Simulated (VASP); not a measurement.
A run of VASP 6.6.1:

Contents of INCAR:

```
PREC = Accurate
ENCUT = 500
EDIFF = 1E-6
ISMEAR = 0
SIGMA = 0.15
LREAL = False
LASPH = True
NELM = 120
ALGO = Normal
ISIF = 2
LWAVE = False
LCHARG = False
GGA = PE
NBANDS = 24
GGA_COMPAT = False
```

Contents of KPOINTS:

```
Automatic mesh
0
Gamma
  4 4 2
```

Contents of POSCAR:

```
In2SiH2
1.0
    3.3769959341      0.0000000000      0.0000000000
   -1.6884979671      2.9245642674      0.0000000000
    0.0000000000      0.0000000000      8.1753362772
In Si H
2 1 2
Direct
    0.0000000000      0.0000000000      0.7301652391
    0.3333333333      0.6666666667      1.0733496267
    0.0000000000      0.0000000000      0.3566166292
    0.3333333333      0.6666666667      0.6273551991
    0.3333333333      0.6666666667      0.3886509658
```

Potentials or basis: VASP PAW PBE potentials, release 64 (In_d, Si, H).

Command:

```sh
$ cat potpaw_PBE.64/In_d/POTCAR potpaw_PBE.64/Si/POTCAR potpaw_PBE.64/H/POTCAR > POTCAR
$ mpirun -np 1 vasp_std > vasp.out
```

Hardware: 1 thread of Intel Xeon 8259CL (shared host).

Question: Estimate the wall time of this run.

Answer: Wall time 42 s on 1 thread of Intel Xeon 8259CL, with other jobs on the host, peak memory 0.2 GiB. Counts: scf iterations 13, k points 8.
